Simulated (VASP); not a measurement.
Wanted: the native input for a VASP 6.6.1 run.

```
Task                   : relaxation of cell and atoms
Functional             : PBEsol
Potentials or basis    : VASP PAW PBE potentials, release 64 (Sc_sv)
Cutoff                 : 600 eV
k mesh                 : 5 × 5 × 5
Occupations            : fermi-dirac, width 0.05 eV
Spin                   : no spin polarisation
Target pressure        : 30 GPa
Dipole correction      : no
Further INCAR settings : ALGO = Normal; EDIFF = 1e-07; IBRION = 2; EDIFFG = -0.02; NSW = 80; ISIF = 3
```

The structure of Sc lies in POSCAR:

```
Sc
1.0
    0.0000000000      3.1900000000      3.1900000000
    3.1900000000      0.0000000000      3.1900000000
    3.1900000000      3.1900000000      0.0000000000
Sc
2
Direct
    0.0000000000      0.0000000000      0.0000000000
    0.2500000000      0.2500000000      0.2500000000
```

This isn't the form of Sc at room conditions, which is hcp.

The input as run:

INCAR

```
PREC = Accurate ; ENCUT = 600
EDIFF = 1E-7 ; ISMEAR = -1
SIGMA = 0.05 ; LREAL = F
LASPH = T ; NELM = 60
ALGO = Normal ; ISIF = 3
LWAVE = F ; LCHARG = F
GGA = PS ; IBRION = 2
NSW = 80 ; EDIFFG = -0.02
PSTRESS = 300.0
```

KPOINTS

```
Automatic mesh
0
Gamma
  5 5 5
```

Potentials or basis: VASP PAW PBE potentials, release 64 (Sc_sv).

Launch:

```bash
$ cat potpaw_PBE.64/Sc_sv/POTCAR > POTCAR
$ mpirun -np 1 vasp_std > vasp.out
```

It gave:

- Relaxed volume: 15.09 Å³/atom
- Relaxed cell: a = 3.495 Å, b = 3.495 Å, c = 3.495 Å, α = 60.00°, β = 60.00°, γ = 60.00°
- Space group after relaxing (to 0.1 Å): Fd-3m (No. 227)
- Energy change on relaxing (the run minimises the enthalpy): +655.0 meV/atom
- Ionic steps: 5
- Pressure after relaxing: 30.2 GPa
- Band gap on the k mesh: zero (bands 11 and 12 overlap by 0.53 eV)

Caveat: the cell is relaxed towards a set pressure, so the run minimises the enthalpy, not the energy; the volume moved by over 15 % at a fixed basis, so the end points are rough; the PAW data sets were made with another functional, which shifts forces and pressure a little.

It took 100 s on 1 thread of Intel Xeon 8259CL, with other jobs on the host, peak memory 0.22 GiB.
